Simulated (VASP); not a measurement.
Input of a VASP 6.6.1 run:

INCAR

```
  ALGO = Normal
  EDIFF = 1E-6
  ENCUT = 520
  GGA = PS
  ISIF = 2
  ISMEAR = -1
  LASPH = True
  LCHARG = False
  LREAL = False
  LWAVE = False
  NBANDS = 48
  NELM = 100
  PREC = Accurate
  SIGMA = 0.15
```

KPOINTS

```
k-points
0
Gamma
  2 2 1
```

File POSCAR:

```
Al8Cu4P
1.0
    5.7426620000      0.0000000000      0.0000000000
   -2.8713310000      6.3843160000      0.0000000000
    0.0000000000      0.0000000000     16.4879550000
Al Cu P
8 4 1
Direct
    0.4873697456      0.6766895624      0.1298523680
    0.0449699489      0.8520254950      0.1286332962
    0.3734131604      0.2634268103      0.1070660370
    0.8834026688      0.2092001712      0.1389802435
    0.3400530151     -0.0679790913      0.2951548570
    0.7716580765     -0.3050600879      0.3033305222
   -0.2142184247      0.2600591825      0.3143203630
    0.3512059298      0.3308420197      0.2623127004
    0.7539068309      0.4672857672      0.1748973721
    0.4999946018      0.0000000000      0.0606503354
    0.1741913183      0.6008787786      0.2284212930
   -0.0387325737      0.0267373983      0.2394596540
    1.1028912214      0.6228231811      0.3766264525
```

Potentials or basis: VASP PAW PBE potentials, release 64 (Al, Cu, P).

Run with:

```sh
$ cat potpaw_PBE.64/Al/POTCAR potpaw_PBE.64/Cu/POTCAR potpaw_PBE.64/P/POTCAR > POTCAR
$ mpirun -np 1 vasp_std > vasp.out
```

Estimate the band gap on the k mesh.

zero (an odd number of electrons rules out a gap without spin polarisation).

Predict the largest force.

1.565 eV/Å.

Forces in eV/Å, atoms in the order of the input:
```
Al   0.532  0.595 -0.234
Al   0.463 -0.369 -0.120
Al  -0.514 -0.662 -0.794
Al   0.174  0.027 -1.035
Al  -0.213  0.382 -0.038
Al   0.570 -0.300  0.078
Al   0.660  0.745 -0.337
Al  -0.178  0.097  0.674
Cu  -0.790  0.948 -0.012
Cu  -0.048 -0.459  0.395
Cu  -0.377 -0.486  0.486
Cu   0.224  0.085  1.547
P   -0.503 -0.602 -0.610
```

Caveat: the k points lie up to 0.60 Å⁻¹ apart, too coarse for converged energies and pressures of a metal; there is no dipole correction, which matters where the two faces differ; the PAW data sets were made with another functional, which shifts forces and pressure a little.
